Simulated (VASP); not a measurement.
Runs of VASP 6.6.1 on PbF2 (Fluorocronite). The structure is that of space group Fm-3m (No. 225), or close to it. The cells are those of the table. 

```csv
level,cell,cutoff (eV),smearing,gap on the mesh (eV),pressure (GPa)
PBE,"a = 4.094 Å, angles 60.0°, 3 atoms",600,fermi-dirac 0.02 eV,(b),9.0
r2SCAN,"a = 4.220, b = 4.166 Å, angles 60.4, 59.2, 60.4°, 3 atoms",660,gaussian 0.01 eV,(a),-1.0
PBE,"a = 4.220, b = 4.166 Å, angles 60.4, 59.2, 60.4°, 3 atoms",600,fermi-dirac 0.02 eV,4.36,1.9
r2SCAN,"a = 4.094 Å, angles 60.0°, 3 atoms",660,gaussian 0.01 eV,(c),6.0
```

Alike in all rows: task single point; potentials or basis VASP PAW PBE potentials, release 64 (Pb_d, F); no spin polarisation; k mesh 8 × 8 × 8.

Q: Fill in the values left out.

A: (a) 4.88; (b) 4.39; (c) 4.90.

Caveats: spin-orbit coupling is left out, which moves the levels of the heavy elements; the PAW data sets were made with another functional, which shifts forces and pressure a little (some runs).

A k mesh can miss the band edges, and the runs leave out spin-orbit coupling on Pb.
